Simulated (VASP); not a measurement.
# GaN (F-43m) in VASP: a series of runs

GaN is run at these levels: LDA, r2SCAN; tasks: single point.

Program: VASP 6.6.1. These are calculated values, not measurements. Logs are shortened: lines on timing, memory, paths and dates and some standing lists are left out, and cuts for length are marked.

### 1 The cell of the first run

Symmetry: F-43m, No. 216, cubic system. The conventional cell has a = 4.507 Å, b = 4.507 Å, c = 4.507 Å, α = 90.00°, β = 90.00°, γ = 90.00°. Within 2.6 Å of Ga (site symmetry -43m) lie 4 N at 1.95 Å. N (site symmetry -43m) has 4 Ga at 1.95 Å within 2.6 Å.

### 2 Single point, LDA

INCAR reads:

```
  ALGO = Normal
  EDIFF = 1E-6
  ENCUT = 1330
  GGA = CA
  GGA_COMPAT = False
  ISIF = 2
  ISMEAR = 0
  LASPH = True
  LCHARG = False
  LREAL = False
  LWAVE = False
  NBANDS = 16
  NELM = 120
  PREC = Accurate
  SIGMA = 0.01
```

KPOINTS reads:

```
k-points
0
Gamma
  8 8 8
```

POSCAR reads:

```
GaN
1.0
    0.0000000000      2.2535006100      2.2535006100
    2.2535006100      0.0000000000      2.2535006100
    2.2535006100      2.2535006100      0.0000000000
Ga N
1 1
Direct
    0.0000000000      0.0000000000      0.0000000000
    0.7500000000      0.7500000000      0.7500000000
```

Potentials or basis: VASP PAW LDA potentials, release 64 (Ga_d, N_h).

Launch:

```console
$ cat potpaw_LDA.64/Ga_d/POTCAR potpaw_LDA.64/N_h/POTCAR > POTCAR
$ mpirun -np 1 vasp_std > vasp.out
```

OUTCAR:

```text
EDIFF = 1E-6
   ENCUT = 1330
   GGA = CA
   ISIF = 2
   ISMEAR = 0
   LASPH = True
   LREAL = False
   NELM = 120
   PREC = Accurate

 ion  position               nearest neighbor table
   1  0.000  0.000  0.000-   2 1.95   2 1.95   2 1.95   2 1.95
   2  0.750  0.750  0.750-   1 1.95   1 1.95   1 1.95   1 1.95

  LATTYP: Found a face centered cubic cell.
 ALAT       =     4.5070012200

  Lattice vectors:

 A1 = (   0.0000000000,   2.2535006100,   2.2535006100)
 A2 = (   2.2535006100,   0.0000000000,   2.2535006100)
 A3 = (   2.2535006100,   2.2535006100,   0.0000000000)

Analysis of symmetry for initial positions (statically):
=====================================================================
 Subroutine PRICEL returns:
 Original cell was already a primitive cell.

 Routine SETGRP: Setting up the symmetry group for a
 face centered cubic supercell.

 Subroutine GETGRP returns: Found 24 space group operations
 (whereof 24 operations were pure point group operations)
 out of a pool of 48 trial point group operations.

The static configuration has the point symmetry T_d .

Analysis of symmetry for dynamics (positions and initial velocities):
=====================================================================
 Subroutine PRICEL returns:
 Original cell was already a primitive cell.

 Routine SETGRP: Setting up the symmetry group for a
 face centered cubic supercell.

 Subroutine GETGRP returns: Found 24 space group operations
 (whereof 24 operations were pure point group operations)
 out of a pool of 48 trial point group operations.

The dynamic configuration has the point symmetry T_d .

 Subroutine INISYM returns: Found 24 space group operations
 (whereof 24 operations are pure point group operations),
 and found     1 'primitive' translations

----------------------------------------------------------------------------------------

                                     Primitive cell

  volume of cell :      22.8877

  direct lattice vectors                    reciprocal lattice vectors
     0.000000000  2.253500610  2.253500610    -0.221877020  0.221877020  0.221877020
     2.253500610  0.000000000  2.253500610     0.221877020 -0.221877020  0.221877020
     2.253500610  2.253500610  0.000000000     0.221877020  0.221877020 -0.221877020

[... 80 lines left out ...]
   LASPH  =      T    aspherical Exc in radial PAW
   ENCUT  = 1330.0 eV  97.75 Ry    9.89 a.u.   9.48  9.48  9.48*2*pi/ulx,y,z
   NELM   =    120;   NELMIN=  2; NELMDL= -5     # of ELM steps
   EDIFF  = 0.1E-05   stopping-criterion for ELM
   LREAL  =      F    real-space projection
   EDIFFG = 0.1E-04   stopping-criterion for IOM
   NSW    =      0    number of steps for IOM
   IBRION =     -1    ionic relax: 0-MD 1-quasi-New 2-CG
   NFREE  =      0    steps in history (QN), initial steepest desc. (CG)
   ISIF   =      2    stress and relaxation
   ISYM   =      2    0-nonsym 1-usesym 2-fastsym
   POTIM  = 0.5000    time-step for ionic-motion
   TEBEG  =    0.0;   TEEND  =   0.0 temperature during run
   PSTRESS=    0.0 pullay stress
   NELECT =      18.0000    total number of electrons
   NUPDOWN=      -1.0000    fix difference up-down
   EMIN   =  10.00;   EMAX   =-10.00  energy-range for DOS
   EFERMI =   0.00;   METHOD = LEGACY
   ISMEAR =     0;   SIGMA  =   0.01  broadening in eV -4-tet -1-fermi 0-gaus
   EFERMI_NEDOS =   21; number of points for ismear=-14 and -15
   IALGO  =     38    algorithm
   IMIX   =      4    mixing-type and parameters
     AMIX     =   0.40;   BMIX     =  1.00
     AMIX_MAG =   1.60;   BMIX_MAG =  1.00
  volume/ion in A,a.u.               =      11.44        77.23
  Fermi-wavevector in a.u.,A,eV,Ry     =   1.511117  2.855596 31.068543  2.283473
  Thomas-Fermi vector in A             =   2.621216
   LORBIT       =      0    0 simple, 1 ext, 2 COOP (PROOUT), +10 PAW based schemes
   GGA     = CA    functional components
   LHFCALC =     F    Hartree Fock is set to
   AEXX    =    0.0000 exact exchange contribution
   IVDW    =     0    specifies the selected vdW correction
   LEPSILON=     F    determine dielectric tensor
   LRPA    =     F    only Hartree local field effects (RPA)
 non-spin polarized calculation
 Gauss-broadening in eV      SIGMA  =   0.01
  energy-cutoff  :     1330.00
  volume of cell :       22.89
 maximum number of plane-waves:      2565
 NGX is ok and might be reduce to    40
   NGX = 19   NGY = 19   NGZ = 19

 number of electron      17.9999999 magnetization

 Free energy of the ion-electron system (eV)
  ---------------------------------------------------
  ext. energy  EPLUGINS =         0.00000000
  ---------------------------------------------------
  free energy    TOTEN  =       -13.93581971 eV

  energy without entropy =      -13.93581971  energy(sigma->0) =      -13.93581971

 E-fermi :   5.4765     XC(G=0): -12.1330

 val. band max:        5.3393438816   @ k =   0.0000   0.0000   0.0000
 cond. band min:       7.0886792571   @ k =   0.0000   0.0000   0.0000
 fundamental gap:      1.7493353754
 Fermi energy:         5.4765370726

 k-point     1 :       0.0000    0.0000    0.0000
  band No.  band energies     occupation
      1     -10.4623      2.00000
      2      -8.2141      2.00000
      3      -8.2141      2.00000
      4      -8.2141      2.00000
      5      -7.8960      2.00000
      6      -7.8960      2.00000
[... 433 lines left out ...]
      3      -8.0484      2.00000
      4      -7.9164      2.00000
      5      -7.8629      2.00000
      6      -6.1749      2.00000
[... 8 lines left out ...]
     15      23.9779      0.00000
     16      26.2309      0.00000

 [... further k-points ...]

------------------------ aborting loop because EDIFF is reached ----------------------------------------

  FORCE on cell =-STRESS in cart. coord.  units (eV):
  Direction    XX          YY          ZZ          XY          YZ          ZX
  --------------------------------------------------------------------------------------
  -------------------------------------------------------------------------------------
  Total       -0.8060252     -0.8060252     -0.8060252      0.0000000      0.0000000      0.0000000
  in kB      -56.4230018    -56.4230018    -56.4230018      0.0000000      0.0000000      0.0000000
  external PRESSURE =     -56.4230018 kB  Pullay stress =       0.0000000 kB

 VOLUME and BASIS-vectors are now :
 -----------------------------------------------------------------------------
  energy-cutoff  :     1330.00
  volume of cell :       22.89
      direct lattice vectors                 reciprocal lattice vectors
     0.000000000  2.253500610  2.253500610    -0.221877020  0.221877020  0.221877020
     2.253500610  0.000000000  2.253500610     0.221877020 -0.221877020  0.221877020
     2.253500610  2.253500610  0.000000000     0.221877020  0.221877020 -0.221877020

 POSITION                                       TOTAL-FORCE (eV/Angst)
 -----------------------------------------------------------------------------------
      0.00000      0.00000      0.00000        -0.000000     -0.000000     -0.000000
      3.38025      3.38025      3.38025         0.000000      0.000000      0.000000
 -----------------------------------------------------------------------------------
    total drift:                                0.000000      0.000000      0.000000

  FREE ENERGIE OF THE ION-ELECTRON SYSTEM (eV)
  ---------------------------------------------------
  free  energy   TOTEN  =       -13.9358197087 eV

  energy  without entropy=      -13.9358197087  energy(sigma->0) =      -13.93581971
```

Run time: 23 s. Hardware: 1 thread of Intel Xeon 6975P-C (Granite Rapids), shared host; peak memory 0.22 GiB.

Results:

```yaml
Free_energy: -13.9358 eV
Pressure: -5.6 GPa
Band_gap_on_the_k_mesh: 1.75 eV
```

Levels at points of the mesh, in eV from the valence-band top:
| k point | band 5 | band 6 | band 7 | band 8 | band 9 | band 10 | band 11 | band 12 | band 13 | band 14 |
| --- | --- | --- | --- | --- | --- | --- | --- | --- | --- | --- |
| (0.00, 0.00, 0.00) | -13.24 | -13.24 | 0.00 | 0.00 | 0.00 | 1.75 | 10.11 | 10.11 | 10.11 | 17.31 |
| (0.50, 0.00, 0.00) | -13.19 | -11.85 | -7.12 | -0.98 | -0.98 | 4.54 | 8.60 | 10.21 | 10.21 | 15.39 |
| (0.50, 0.50, 0.00) | -13.16 | -11.37 | -6.20 | -2.73 | -2.73 | 3.25 | 6.49 | 11.50 | 13.76 | 13.76 |

Caveat: the cell stands under tension.

### 3 Single point, r2SCAN

POSCAR is that of step 2.

INCAR.step1 reads:

```
SYSTEM = GaN
ALGO = Normal ; EDIFF = 1E-5
ENCUT = 1460 ; GGA = PE
GGA_COMPAT = .False. ; ISMEAR = 0
LASPH = .True. ; LCHARG = .False.
LREAL = .False. ; LWAVE = .True.
NBANDS = 16 ; NELM = 120
PREC = Accurate ; SIGMA = 0.01
```

INCAR.step2 reads:

```
SYSTEM = GaN
ALGO = Normal ; EDIFF = 1E-6
ENCUT = 1460 ; GGA_COMPAT = .False.
ISIF = 2 ; ISMEAR = 0
ISTART = 1 ; LASPH = .True.
LCHARG = .False. ; LMIXTAU = .True.
LREAL = .False. ; LWAVE = .False.
METAGGA = R2SCAN ; NBANDS = 16
NELM = 120 ; PREC = Accurate
SIGMA = 0.01
```

KPOINTS reads:

```
k-points
0
Gamma
  8 8 8
  0 0 0
```

Potentials or basis: VASP PAW PBE potentials, release 64 (Ga_d, N_h).

Launch:

```console
$ cat potpaw_PBE.64/Ga_d/POTCAR potpaw_PBE.64/N_h/POTCAR > POTCAR
$ cp INCAR.step1 INCAR
$ mpirun -np 1 vasp_std > vasp.out
$ cp INCAR.step2 INCAR
$ mpirun -np 1 vasp_std > vasp.out
```

Run time: 98 s. Hardware: 1 thread of AMD EPYC 9R45 (Zen 5), shared host; peak memory 0.26 GiB.

Results (log left out):

| Quantity | Value |
| --- | --- |
| Free energy | -21.9003 eV |
| Pressure | -0.1 GPa |
| Band gap on the k mesh | 2.12 eV |

Levels at points of the mesh, in eV from the valence-band top:
```tsv
k point	band 7	band 8	band 9	band 10	band 11	band 12
(0.00, 0.00, 0.00)	0.00	0.00	0.00	2.12	11.01	11.01
(0.50, 0.00, 0.00)	-7.15	-1.00	-1.00	5.16	9.44	11.00
(0.50, 0.50, 0.00)	-6.21	-2.78	-2.78	3.77	7.24	12.58
```

Caveat: the PAW data sets were made with another functional, which shifts forces and pressure a little.
